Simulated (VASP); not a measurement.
Runs of VASP 6.6.1 on EuO. The structure is that of space group Fm-3m (No. 225), or close to it. The cells are those of the table. 

```csv
cell,k mesh,gap on the mesh (eV),pressure (GPa),moment (μB)
"a = 3.560 Å, angles 60.0°, 2 atoms",10 × 10 × 10,none,7.9,7.00
"a = 3.281 Å, angles 60.0°, 2 atoms",10 × 10 × 10,none,57.3,6.98
"a = 3.637 Å, angles 60.0°, 2 atoms",5 × 5 × 5,(b),(c),7.00
"a = 3.340 Å, angles 60.0°, 2 atoms",10 × 10 × 10,none,42.3,(a)
"a = 3.454 Å, angles 60.0°, 2 atoms",10 × 10 × 10,none,21.0,7.00
```

Alike in all rows: task single point; level PBE+U; potentials or basis VASP PAW PBE potentials, release 64 (Eu, O); spin collinear, ferromagnetic start; Eu f U = 6.0 eV; cutoff (eV) 600; smearing gaussian 0.05 eV.

Task: Fill in the values left out.

Result: (a) 6.99; (b) 0.25; (c) 1.4.

Caveats: some runs use coarse meshes; spin-orbit coupling is left out, which moves the levels of the heavy elements; a cell with one magnetic atom can't hold antiferromagnetic order, which such compounds often take; the cell stands under pressure (at least some runs); an odd mesh through Γ misses points on the zone boundary, where band edges can lie (at least some runs).

A k mesh can miss the band edges, and the runs leave out spin-orbit coupling on Eu.

A gap of «none» marks levels without a gap at the run's occupations.
